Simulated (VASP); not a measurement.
A run of VASP 6.6.1:

Contents of INCAR:

```
ALGO = Normal
EDIFF = 1E-8
ENCUT = 520
GGA = CA
ISIF = 2
ISMEAR = -1
LASPH = True
LCHARG = False
LEFG = True
LREAL = False
LWAVE = False
NBANDS = 26
NELM = 60
PREC = Accurate
SIGMA = 0.08
```

Contents of KPOINTS:

```
k-points
0
Gamma
  6 6 11
```

POSCAR

```
InSb
1.0
    5.3924778551      0.0000000000      0.0000000000
    0.0000000000      5.7498289170      0.0000000000
    0.0000000000      0.0000000000      3.0832853594
In Sb
2 2
Direct
    0.0000000000      0.0000000000      0.0000000000
    0.5000000000      0.5000000000      0.0000000000
    0.5000000000      0.0000000000      0.8350000000
    0.0000000000      0.5000000000      0.1650000000
```

Potentials or basis: VASP PAW LDA potentials, release 64 (In_d, Sb).

Command:

```bash
$ cat potpaw_LDA.64/In_d/POTCAR potpaw_LDA.64/Sb/POTCAR > POTCAR
$ mpirun -np 1 vasp_std > vasp.out
```

Hardware: 1 thread of Intel(R) Xeon(R) 6975P-C (Granite Rapids), on a shared host.

**Question.** Estimate the wall time of this run.

**Answer.** Run time: 74 s on 1 thread of Intel(R) Xeon(R) 6975P-C (Granite Rapids), on a shared host, peak memory 0.32 GiB. Counts: scf iterations 14, k points 96.
